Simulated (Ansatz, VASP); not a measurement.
Al5N in VASP and in Ansatz

INCAR

```
SYSTEM = Al5N
PREC = Accurate ; ENCUT = 600
EDIFF = 1E-6 ; ISMEAR = 0
SIGMA = 0.1 ; LREAL = .FALSE.
LASPH = .TRUE. ; NELM = 100
ALGO = Normal ; ISIF = 3
LWAVE = .FALSE. ; LCHARG = .FALSE.
GGA = PE ; IBRION = 2
NSW = 100 ; EDIFFG = -0.01
```

File KPOINTS:

```
Automatic mesh
0
G
  10 10 10
  0 0 0
```

File POSCAR:

```
Al5N
1.0
    0.0000000000      3.6462159891      3.6462159891
    3.6462159891      0.0000000000      3.6462159891
    3.6462159891      3.6462159891      0.0000000000
Al N
5 1
Direct
    0.7500000000      0.7500000000      0.7500000000
    0.8736959079      0.3754346974      0.3754346974
    0.3754346974      0.3754346974      0.3754346974
    0.3754346974      0.8736959079      0.3754346974
    0.3754346974      0.3754346974      0.8736959079
    0.0000000000      0.0000000000      0.0000000000
```

Input for Ansatz:

```yaml
crystal:
  lattice:
    - [0.0, 3.6462159891, 3.6462159891]
    - [3.6462159891, 0.0, 3.6462159891]
    - [3.6462159891, 3.6462159891, 0.0]
  atoms:
    - { symbol: Al, position: [0.75, 0.75, 0.75] }
    - { symbol: Al, position: [0.8736959079, 0.3754346974, 0.3754346974] }
    - { symbol: Al, position: [0.3754346974, 0.3754346974, 0.3754346974] }
    - { symbol: Al, position: [0.3754346974, 0.8736959079, 0.3754346974] }
    - { symbol: Al, position: [0.3754346974, 0.3754346974, 0.8736959079] }
    - { symbol: "N", position: [0.0, 0.0, 0.0] }
basis:
  ecutwfc: 420
kpoints:
  mp_grid: { grid: [10, 10, 10] }
hamiltonian:
  xc: pbe
scf:
  occupations: { method: gaussian, width: 0.1 }
output:
  forces: true
  stress: true
  eigenvalues: true
relax:
  adjacent_minimum: "off"
  f_tol: 0.01
  max_steps: 80
  cell: { stress_tol: 0.05 }
```

Change from the starting cell: species swapped into the Be5Pt type (F-43m, No. 216).

Alike in both runs: task relaxation of cell and atoms; functional PBE; k mesh 10 × 10 × 10; occupations gaussian, width 0.1 eV; no spin polarisation.

|  | VASP | Ansatz |
| --- | --- | --- |
| version | VASP 6.6.1 | Ansatz 0.2.0 |
| potentials or method | VASP PAW PBE potentials, release 64 (Al, N), cutoff 600 eV | scalar-relativistic, plane waves, PAW |
| valence electrons in the cell | 20 | 20 |

Ansatz gave:

* gap on the k mesh at the Fermi level, each at its own relaxed structure (eV): none
* relaxed volume (Å³/atom): 16.35
* relaxed cell length with the largest relative difference (Å): 5.177

Estimate VASP's values.

gap on the k mesh at the Fermi level, each at its own relaxed structure (eV): none; relaxed volume (Å³/atom): 16.34; relaxed cell length with the largest relative difference (Å): 5.176.

A gap of «none» marks a metal or a gap that the smearing closes.
